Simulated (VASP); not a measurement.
# Ni (Fm-3m) in VASP: a series of runs, part 2 of 2

VASP 6.6.1.

## Step 4: Single point, PBE, collinear spin, ferromagnetic start

Contents of INCAR:

```
SYSTEM = Ni
ALGO = Normal
EDIFF = 1E-7
ENCUT = 520
GGA = PE
ISIF = 2
ISMEAR = 0
ISPIN = 2
LASPH = .True.
LCHARG = .False.
LMAXMIX = 4
LORBIT = 11
LREAL = .False.
LWAVE = .False.
MAGMOM = 2
NBANDS = 15
NELM = 150
PREC = Accurate
SIGMA = 0.15
```

Contents of KPOINTS:

```
k-points
0
Gamma
  14 14 14
  0 0 0
```

Contents of POSCAR:

```
Ni
1.0
    0.0000000000      1.7721000000      1.7721000000
    1.7721000000      0.0000000000      1.7721000000
    1.7721000000      1.7721000000      0.0000000000
Ni
1
Direct
    0.0000000000      0.0000000000      0.0000000000
```

Potentials or basis: VASP PAW PBE potentials, release 64 (Ni).

Started as:

```console
$ cat potpaw_PBE.64/Ni/POTCAR > POTCAR
$ mpirun -np 1 vasp_std > vasp.out
```

OUTCAR:

```text
SYSTEM = Ni
   EDIFF = 1E-7
   ENCUT = 520
   GGA = PE
   ISIF = 2
   ISMEAR = 0
   ISPIN = 2
   LASPH = .True.
   LORBIT = 11
   LREAL = .False.
   NELM = 150
   PREC = Accurate

 ion  position               nearest neighbor table
   1  0.000  0.000  0.000-

  LATTYP: Found a face centered cubic cell.
 ALAT       =     3.5442000000

  Lattice vectors:

 A1 = (   0.0000000000,   1.7721000000,   1.7721000000)
 A2 = (   1.7721000000,   0.0000000000,   1.7721000000)
 A3 = (   1.7721000000,   1.7721000000,   0.0000000000)

Analysis of symmetry for initial positions (statically):
=====================================================================
 Subroutine PRICEL returns:
 Original cell was already a primitive cell.

 Routine SETGRP: Setting up the symmetry group for a
 face centered cubic supercell.

 Subroutine GETGRP returns: Found 48 space group operations
[... 629 lines left out ...]
      6       8.4026      1.00000
      7      32.4192      0.00000
      8      36.2532      0.00000
      9      36.2532      0.00000
     10      36.2532      0.00000
     11      39.2335      0.00000
     12      39.2335      0.00000
     13      39.2335      0.00000
     14      42.0287      0.00000
[... 403 lines left out ...]
      4       7.8798      1.00000
      5       8.4475      1.00000
      6       8.7824      0.99437
      7      24.4509      0.00000
      8      29.8473      0.00000
      9      30.5492      0.00000
     10      33.1925      0.00000
     11      38.1485      0.00000
     12      42.1228      0.00000
     13      44.0680      0.00000
     14      46.1845      0.00000
     15      50.5938      0.00000

 [... further k-points ...]

------------------------ aborting loop because EDIFF is reached ----------------------------------------

  FORCE on cell =-STRESS in cart. coord.  units (eV):
  Direction    XX          YY          ZZ          XY          YZ          ZX
  --------------------------------------------------------------------------------------
  -------------------------------------------------------------------------------------
  Total       -0.2821539     -0.2821539     -0.2821539      0.0000000      0.0000000      0.0000000
  in kB      -40.6164568    -40.6164568    -40.6164568      0.0000000      0.0000000      0.0000000
  external PRESSURE =     -40.6164568 kB  Pullay stress =       0.0000000 kB

 VOLUME and BASIS-vectors are now :
 -----------------------------------------------------------------------------
  energy-cutoff  :      520.00
  volume of cell :       11.13
      direct lattice vectors                 reciprocal lattice vectors
     0.000000000  1.772100000  1.772100000    -0.282151120  0.282151120  0.282151120
     1.772100000  0.000000000  1.772100000     0.282151120 -0.282151120  0.282151120
     1.772100000  1.772100000  0.000000000     0.282151120  0.282151120 -0.282151120

 POSITION                                       TOTAL-FORCE (eV/Angst)
 -----------------------------------------------------------------------------------
      0.00000      0.00000      0.00000         0.000000      0.000000      0.000000
 -----------------------------------------------------------------------------------
    total drift:                                0.000000      0.000000      0.000000

  FREE ENERGIE OF THE ION-ELECTRON SYSTEM (eV)
  ---------------------------------------------------
  free  energy   TOTEN  =        -5.4747704364 eV

  energy  without entropy=       -5.4523929856  energy(sigma->0) =       -5.46358171

 total charge

# of ion       s       p       d       tot
------------------------------------------
    1        0.488   0.478   8.305   9.270

 magnetization (x)

# of ion       s       p       d       tot
------------------------------------------
    1       -0.007  -0.025   0.656   0.623
```

OSZICAR:

```text
N       E                     dE             d eps       ncg     rms          rms(c)
DAV:   1     0.342798069760E+02    0.34280E+02   -0.44024E+03  6583   0.922E+02
DAV:   2    -0.479314804171E+01   -0.39073E+02   -0.36010E+02  7031   0.162E+02
DAV:   3    -0.631815818581E+01   -0.15250E+01   -0.15116E+01  7633   0.318E+01
DAV:   4    -0.632757103504E+01   -0.94128E-02   -0.94116E-02  7529   0.237E+00
DAV:   5    -0.632768901491E+01   -0.11798E-03   -0.11798E-03  7811   0.242E-01    0.109E+01
DAV:   6    -0.587400468628E+01    0.45368E+00   -0.13479E+01  9012   0.421E+01    0.656E+00
DAV:   7    -0.548887085957E+01    0.38513E+00   -0.27737E+00  8390   0.164E+01    0.172E+00
DAV:   8    -0.547870039198E+01    0.10170E-01   -0.21977E-02  7385   0.900E-01    0.950E-01
DAV:   9    -0.547572004363E+01    0.29803E-02   -0.16812E-03  9709   0.246E-01    0.337E-01
DAV:  10    -0.547476542008E+01    0.95462E-03   -0.14576E-03  9406   0.229E-01    0.432E-02
DAV:  11    -0.547476959169E+01   -0.41716E-05   -0.19669E-05  7179   0.322E-02    0.268E-02
DAV:  12    -0.547477081058E+01   -0.12189E-05   -0.86478E-06  9332   0.204E-02    0.132E-02
DAV:  13    -0.547477022671E+01    0.58387E-06   -0.18381E-07  6812   0.447E-03    0.584E-03
DAV:  14    -0.547477050912E+01   -0.28241E-06   -0.42103E-07  6104   0.608E-03    0.140E-03
DAV:  15    -0.547477043639E+01    0.72731E-07   -0.23548E-08  5311   0.113E-03
   1 F= -.54747704E+01 E0= -.54635817E+01  d E =-.223775E-01  mag=     0.6086
```

Run time: 19 s. Hardware: 1 thread of Intel Xeon 6975P-C (Granite Rapids), shared host; peak memory 0.14 GiB.

What came out:

- Free energy: -5.4748 eV
- Pressure: -4.1 GPa
- Net moment: 0.61 μB per cell
- Site moments: Ni +0.62 μB
- Valence electrons inside the program's atomic spheres: Ni 9.27
